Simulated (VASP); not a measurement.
# C (Amm2) in VASP: further runs, part 2 of 2

VASP 6.6.1.

### Step 4. Single point, PBE

The COD entry that gives the cell may itself be a prediction, so a difference from it is no test against experiment.

INCAR

```
PREC     = Accurate       # precision mode
ENCUT    = 520            # plane-wave cutoff, eV
EDIFF    = 1E-7           # SCF threshold, eV
ISMEAR   = 0              # smearing method
SIGMA    = 0.05           # smearing width, eV
LREAL    = False          # projectors in reciprocal space
LASPH    = True           # aspherical terms in the spheres
NELM     = 100            # most SCF steps
ALGO     = Normal         # electronic algorithm
ISIF     = 2              # what is computed and relaxed
LWAVE    = False          # write WAVECAR
LCHARG   = False          # write CHGCAR
GGA      = PE             # functional
NBANDS   = 26             # bands
```

KPOINTS

```
regular mesh
0
Gamma
  12 12 4
```

POSCAR

```
C
1.0
    2.5180642186      0.0000000000      0.0000000000
   -1.2590321093      2.1807075817      0.0000000000
    0.0000000000      0.0000000000      8.3046919353
C
8
Direct
   -0.0110056021     -0.0220112043      0.0929732494
   -0.0110056021     -0.0220112043      0.5929732494
   -0.0110056021     -0.0220112043      0.4070267506
   -0.0110056021     -0.0220112043      0.9070267506
    0.3443389355      0.6886778709      0.1555299995
    0.6776722688      0.3553445376      0.6555299995
    0.3443389355      0.6886778709      0.3444700005
    0.6776722688      0.3553445376      0.8444700005
```

Potentials or basis: VASP PAW PBE potentials, release 64 (C).

Run with:

```
> cat potpaw_PBE.64/C/POTCAR > POTCAR
> mpirun -np 1 vasp_std > vasp.out
```

OUTCAR:

```text
PREC = Accurate
   ENCUT = 520
   EDIFF = 1E-7
   ISMEAR = 0
   LREAL = False
   LASPH = True
   NELM = 100
   ISIF = 2
   GGA = PE

 ion  position               nearest neighbor table
   1  0.989  0.978  0.093-   5 1.50   5 1.50   4 1.54   5 1.63
   2  0.989  0.978  0.593-   6 1.45   3 1.54   6 1.59   6 1.59
   3  0.989  0.978  0.407-   7 1.50   7 1.50   2 1.54   7 1.63
   4  0.989  0.978  0.907-   8 1.45   1 1.54   8 1.59   8 1.59
   5  0.344  0.689  0.156-   1 1.50   1 1.50   7 1.57   1 1.63
   6  0.678  0.355  0.656-   2 1.45   8 1.57   2 1.59   2 1.59
   7  0.344  0.689  0.344-   3 1.50   3 1.50   5 1.57   3 1.63
   8  0.678  0.355  0.844-   4 1.45   6 1.57   4 1.59   4 1.59

  LATTYP: Found a hexagonal cell.
 ALAT       =     2.5180642186
 C/A-ratio  =     3.2980461237

  Lattice vectors:

 A1 = (   2.5180642186,   0.0000000000,   0.0000000000)
 A2 = (  -1.2590321093,   2.1807075817,   0.0000000000)
 A3 = (   0.0000000000,   0.0000000000,   8.3046919353)

[... 184 lines left out ...]
  free energy    TOTEN  =       -72.09016448 eV

  energy without entropy =      -72.09016448  energy(sigma->0) =      -72.09016448

 E-fermi :  10.5948     XC(G=0): -13.2223

 val. band max:       10.3619863682   @ k =   0.0000   0.0000   0.0000
 cond. band min:      13.8644799986   @ k =   0.4167  -0.0000   0.0000
 fundamental gap:      3.5024936304
 Fermi energy:        10.5947594005

 k-point     1 :       0.0000    0.0000    0.0000
  band No.  band energies     occupation
      1     -11.7934      2.00000
      2     -10.1591      2.00000
      3     -10.0558      2.00000
      4      -6.1693      2.00000
      5      -3.6926      2.00000
      6       2.9162      2.00000
[... 685 lines left out ...]
     25      20.7984      0.00000
     26      21.8675      0.00000

 [... further k-points ...]
[... 5 lines left out ...]
  --------------------------------------------------------------------------------------
  -------------------------------------------------------------------------------------
  Total        0.9029781      1.9167305      0.7622581      0.0000000      0.0000000      0.0000000
  in kB       31.7248827     67.3416685     26.7808820      0.0000000      0.0000000      0.0000000
  external PRESSURE =      41.9491444 kB  Pullay stress =       0.0000000 kB

 VOLUME and BASIS-vectors are now :
 -----------------------------------------------------------------------------
  energy-cutoff  :      520.00
  volume of cell :       45.60
      direct lattice vectors                 reciprocal lattice vectors
     2.518064219  0.000000000  0.000000000     0.397130459  0.229283378  0.000000000
    -1.259032109  2.180707582  0.000000000     0.000000000  0.458566755  0.000000000
     0.000000000  0.000000000  8.304691935     0.000000000  0.000000000  0.120413859

 POSITION                                       TOTAL-FORCE (eV/Angst)
 -----------------------------------------------------------------------------------
      1.25903      2.13271      0.77211        -0.000000      2.636649     -0.288413
      1.25903      2.13271      4.92446         0.000000      3.392539     -0.345880
      1.25903      2.13271      3.38023        -0.000000      2.636649      0.288413
      1.25903      2.13271      7.53258         0.000000      3.392539      0.345880
      0.00000      1.50181      1.29163        -0.000000     -2.641079      0.308169
      1.25903      0.77490      5.44397         0.000000     -3.388109      0.364709
      0.00000      1.50181      2.86072        -0.000000     -2.641079     -0.308169
      1.25903      0.77490      7.01306         0.000000     -3.388109     -0.364709
 -----------------------------------------------------------------------------------
    total drift:                               -0.000000      0.000158      0.000000

  FREE ENERGIE OF THE ION-ELECTRON SYSTEM (eV)
  ---------------------------------------------------
  free  energy   TOTEN  =       -72.0901644777 eV

  energy  without entropy=      -72.0901644777  energy(sigma->0) =      -72.09016448
```

stdout:

```text
POSCAR found type information on POSCAR C
 POSCAR found :  1 types and       8 ions
 scaLAPACK will be used
 LDA part: xc-table for (Slater+PW92), standard interpolation
 POSCAR, INCAR and KPOINTS ok, starting setup
 FFT: planning ... GRIDC
 FFT: planning ... GRID_SOFT
 FFT: planning ... GRID
 WAVECAR not read
 entering main loop
```

Run time: 1.9 min. Hardware: 1 thread of AMD EPYC 9R14 (Zen 4), shared host; peak memory 0.19 GiB.

What came out:

* Free energy: -72.0902 eV
* Pressure: 4.2 GPa
* Largest force: 3.410 eV/Å
* Band gap on the k mesh: 3.50 eV, indirect (least direct gap 3.95 eV)

Forces in eV/Å, atoms in the order of the input:
```
C    0.000  2.637 -0.288
C    0.000  3.393 -0.346
C    0.000  2.637  0.288
C    0.000  3.393  0.346
C    0.000 -2.641  0.308
C    0.000 -3.388  0.365
C    0.000 -2.641 -0.308
C    0.000 -3.388 -0.365
```

Caveat: forces of over 1 eV/Å act on the atoms, so gaps and moduli don't describe the material at rest. A k mesh can miss the band edges.

### Step 5. Single point, PBE

INCAR

```
SYSTEM = C
ALGO = Normal
EDIFF = 1E-7
ENCUT = 520
GGA = PE
ISIF = 2
ISMEAR = 0
LASPH = .TRUE.
LCHARG = .FALSE.
LREAL = .FALSE.
LWAVE = .FALSE.
NBANDS = 26
NELM = 100
PREC = Accurate
SIGMA = 0.05
```

KPOINTS

```
k-points
0
G
  12 12 4
  0 0 0
```

POSCAR

```
C
1.0
    2.5180642186      0.0000000000      0.0000000000
   -1.2590321093      2.1807075817      0.0000000000
    0.0000000000      0.0000000000      8.3046919353
C
8
Direct
   -0.0055028011     -0.0110056021      0.0929732494
   -0.0055028011     -0.0110056021      0.5929732494
   -0.0055028011     -0.0110056021      0.4070267506
   -0.0055028011     -0.0110056021      0.9070267506
    0.3388361344      0.6776722688      0.1555299995
    0.6721694677      0.3443389355      0.6555299995
    0.3388361344      0.6776722688      0.3444700005
    0.6721694677      0.3443389355      0.8444700005
```

Run with:

```
> cat potpaw_PBE.64/C/POTCAR > POTCAR
> mpirun -np 1 vasp_std > vasp.out
```

Wall time 2 min (1 thread of AMD EPYC 9R14 (Zen 4), shared host); peak memory 0.2 GiB.

It converged, with:

```
Free energy            : -72.5248 eV
Pressure               : 1.5 GPa
Largest force          : 1.607 eV/Å
Band gap on the k mesh : 4.24 eV, indirect (least direct gap 4.88 eV)
```

Forces in eV/Å, atoms in the order of the input:
```
C    0.000  1.417 -0.077
C    0.000  1.605 -0.084
C    0.000  1.417  0.077
C    0.000  1.605  0.084
C    0.000 -1.418  0.083
C    0.000 -1.604  0.090
C    0.000 -1.418 -0.083
C    0.000 -1.604 -0.090
```

Stress tensor (GPa, compression positive):
```
1.30 0.00 0.00
0.00 2.16 0.00
0.00 0.00 1.12
```

Levels at points of the mesh, in eV from the valence-band top:
```csv
k point,band 14,band 15,band 16,band 17,band 18,band 19
"(0.00, 0.00, 0.00)",-0.38,-0.01,0.00,4.88,4.91,5.27
"(0.50, 0.00, 0.00)",-4.76,-3.82,-3.09,4.28,5.39,5.72
"(0.00, 0.50, 0.00)",-4.84,-3.83,-3.11,4.41,5.39,5.82
"(0.00, 0.00, 0.50)",-1.11,-0.36,-0.36,5.28,5.31,6.26
"(0.50, 0.00, 0.50)",-4.72,-3.86,-3.71,4.59,4.71,6.61
"(0.00, 0.50, 0.50)",-4.60,-3.98,-3.66,4.64,4.88,6.40
```

Caveat: forces of over 1 eV/Å act on the atoms, so gaps and moduli don't describe the material at rest.

### Step 6. Single point, PBE

This run uses another cell than the first one, of 5.84 Å³/atom, 1.025 times its volume.

INCAR

```
SYSTEM = C
PREC     = Accurate       ! precision mode
ENCUT    = 520            ! plane-wave cutoff, eV
EDIFF    = 1E-7           ! SCF threshold, eV
ISMEAR   = 0              ! smearing method
SIGMA    = 0.05           ! smearing width, eV
LREAL    = .False.        ! projectors in reciprocal space
LASPH    = .True.         ! aspherical terms in the spheres
NELM     = 80             ! most SCF steps
ALGO     = Normal         ! electronic algorithm
ISIF     = 2              ! what is computed and relaxed
LWAVE    = .False.        ! write WAVECAR
LCHARG   = .True.         ! write CHGCAR
GGA      = PE             ! functional
LELF     = .True.         ! ELF
LVHAR    = .True.       
NBANDS   = 26             ! bands
```

KPOINTS

```
regular mesh
0
Gamma
  12 12 4
  0 0 0
```

POSCAR

```
C
1.0
    2.5389641516      0.0000000000      0.0000000000
   -1.2694820758      2.1988074546      0.0000000000
    0.0000000000      0.0000000000      8.3736208784
C
8
Direct
   -0.0082542016     -0.0165084032      0.0929732494
   -0.0082542016     -0.0165084032      0.5929732494
   -0.0082542016     -0.0165084032      0.4070267506
   -0.0082542016     -0.0165084032      0.9070267506
    0.3415875349      0.6831750699      0.1555299995
    0.6749208683      0.3498417365      0.6555299995
    0.3415875349      0.6831750699      0.3444700005
    0.6749208683      0.3498417365      0.8444700005
```

Potentials or basis: VASP PAW PBE potentials, release 64 (C).

Run with:

```
> cat potpaw_PBE.64/C/POTCAR > POTCAR
> mpirun -np 1 vasp_std > vasp.out
```

OUTCAR:

```text
SYSTEM = C
   PREC = Accurate
   ENCUT = 520
   EDIFF = 1E-7
   ISMEAR = 0
   LREAL = .False.
   LASPH = .True.
   NELM = 80
   ISIF = 2
   GGA = PE

 ion  position               nearest neighbor table
   1  0.992  0.983  0.093-   5 1.52   5 1.52   4 1.56   5 1.63
   2  0.992  0.983  0.593-   6 1.49   3 1.56   6 1.59   6 1.59
   3  0.992  0.983  0.407-   7 1.52   7 1.52   2 1.56   7 1.63
   4  0.992  0.983  0.907-   8 1.49   1 1.56   8 1.59   8 1.59
   5  0.342  0.683  0.156-   1 1.52   1 1.52   7 1.58   1 1.63
   6  0.675  0.350  0.656-   2 1.49   8 1.58   2 1.59   2 1.59
[... 912 lines left out ...]
  Total       -2.4330834     -1.8761487     -2.5372683      0.0000000      0.0000000      0.0000000
  in kB      -83.3893343    -64.3014527    -86.9600774      0.0000000      0.0000000      0.0000000
  external PRESSURE =     -78.2169548 kB  Pullay stress =       0.0000000 kB

 VOLUME and BASIS-vectors are now :
 -----------------------------------------------------------------------------
  energy-cutoff  :      520.00
  volume of cell :       46.75
      direct lattice vectors                 reciprocal lattice vectors
     2.538964152  0.000000000  0.000000000     0.393861410  0.227395991  0.000000000
    -1.269482076  2.198807455  0.000000000     0.000000000  0.454791982  0.000000000
     0.000000000  0.000000000  8.373620878     0.000000000  0.000000000  0.119422651

 POSITION                                       TOTAL-FORCE (eV/Angst)
 -----------------------------------------------------------------------------------
      1.26948      2.16251      0.77852        -0.000000      1.950290     -0.151326
      1.26948      2.16251      4.96533        -0.000000      2.349371     -0.174290
      1.26948      2.16251      3.40829        -0.000000      1.950290      0.151326
      1.26948      2.16251      7.59510        -0.000000      2.349371      0.174290
     -0.00000      1.50217      1.30235         0.000000     -1.952720      0.151405
      1.26948      0.76923      5.48916         0.000000     -2.346941      0.173909
     -0.00000      1.50217      2.88446         0.000000     -1.952720     -0.151405
      1.26948      0.76923      7.07127         0.000000     -2.346941     -0.173909
 -----------------------------------------------------------------------------------
    total drift:                               -0.000001     -0.000035     -0.000000

  FREE ENERGIE OF THE ION-ELECTRON SYSTEM (eV)
  ---------------------------------------------------
  free  energy   TOTEN  =       -72.3259044490 eV

  energy  without entropy=      -72.3259044490  energy(sigma->0) =      -72.32590445
```

OSZICAR:

```text
N       E                     dE             d eps       ncg     rms          rms(c)
DAV:   1     0.628067442773E+02    0.62807E+02   -0.16519E+04  6708   0.119E+03
DAV:   2    -0.695832636129E+02   -0.13239E+03   -0.12448E+03  8836   0.228E+02
DAV:   3    -0.746463857615E+02   -0.50631E+01   -0.50199E+01  9136   0.393E+01
DAV:   4    -0.746946286046E+02   -0.48243E-01   -0.48127E-01  8520   0.424E+00
DAV:   5    -0.746955499210E+02   -0.92132E-03   -0.92031E-03  8956   0.530E-01    0.107E+01
DAV:   6    -0.729173600928E+02    0.17782E+01   -0.11703E+00  7706   0.578E+00    0.641E+00
DAV:   7    -0.723222132223E+02    0.59515E+00   -0.14406E+00  7964   0.662E+00    0.134E+00
DAV:   8    -0.723256300245E+02   -0.34168E-02   -0.36358E-02  8594   0.104E+00    0.105E-01
DAV:   9    -0.723258237505E+02   -0.19373E-03   -0.69618E-04  8910   0.171E-01    0.358E-02
DAV:  10    -0.723258881424E+02   -0.64392E-04   -0.63045E-05  8238   0.526E-02    0.142E-02
DAV:  11    -0.723259040643E+02   -0.15922E-04   -0.13643E-05  8288   0.252E-02    0.238E-03
DAV:  12    -0.723259044503E+02   -0.38594E-06   -0.53747E-07  9008   0.496E-03    0.809E-04
DAV:  13    -0.723259044490E+02    0.13049E-08   -0.80291E-08  5864   0.204E-03
   1 F= -.72325904E+02 E0= -.72325904E+02  d E =-.297043E-17
```

stdout:

```text
POSCAR found type information on POSCAR C
 POSCAR found :  1 types and       8 ions
 scaLAPACK will be used
 LDA part: xc-table for (Slater+PW92), standard interpolation
 POSCAR, INCAR and KPOINTS ok, starting setup
 FFT: planning ... GRIDC
 FFT: planning ... GRID_SOFT
 FFT: planning ... GRID
 WAVECAR not read
 entering main loop
```

It took 2.2 min on 1 thread of AMD EPYC 9R14 (Zen 4), shared host; peak memory 0.2 GiB.

Results:

| Item | Value |
| --- | --- |
| Free energy | -72.3259 eV |
| Pressure | -7.8 GPa |
| Largest force | 2.356 eV/Å |
| Band gap on the k mesh | 3.86 eV, indirect (least direct gap 4.39 eV) |

Forces on the atoms (eV/Å):
```
C    0.000  1.950 -0.151
C    0.000  2.349 -0.174
C    0.000  1.950  0.151
C    0.000  2.349  0.174
C    0.000 -1.953  0.151
C    0.000 -2.347  0.174
C    0.000 -1.953 -0.151
C    0.000 -2.347 -0.174
```

Levels at points of the mesh, in eV from the valence-band top:
```
           k point  band 12  band 13  band 14  band 15  band 16  band 17  band 18  band 19  band 20  band 21
(0.00, 0.00, 0.00)    -1.74    -1.73    -0.53    -0.02     0.00     4.39     4.46     5.00     6.62     6.65
(0.50, 0.00, 0.00)    -5.36    -5.07    -4.77    -3.89    -3.17     3.89     5.10     5.38     5.39     6.13
(0.00, 0.50, 0.00)    -5.32    -5.11    -4.94    -3.93    -3.21     4.14     5.12     5.55     5.61     6.15
(0.00, 0.00, 0.50)    -2.48    -1.31    -1.28    -0.29    -0.27     4.70     4.76     5.98     6.14     6.14
(0.50, 0.00, 0.50)    -6.13    -5.11    -4.71    -3.95    -3.73     4.19     4.36     6.25     6.70     6.92
(0.00, 0.50, 0.50)    -6.03    -5.39    -4.54    -4.15    -3.69     4.33     4.69     5.94     6.79     7.18
```

Caveat: forces of over 1 eV/Å act on the atoms, so gaps and moduli don't describe the material at rest.
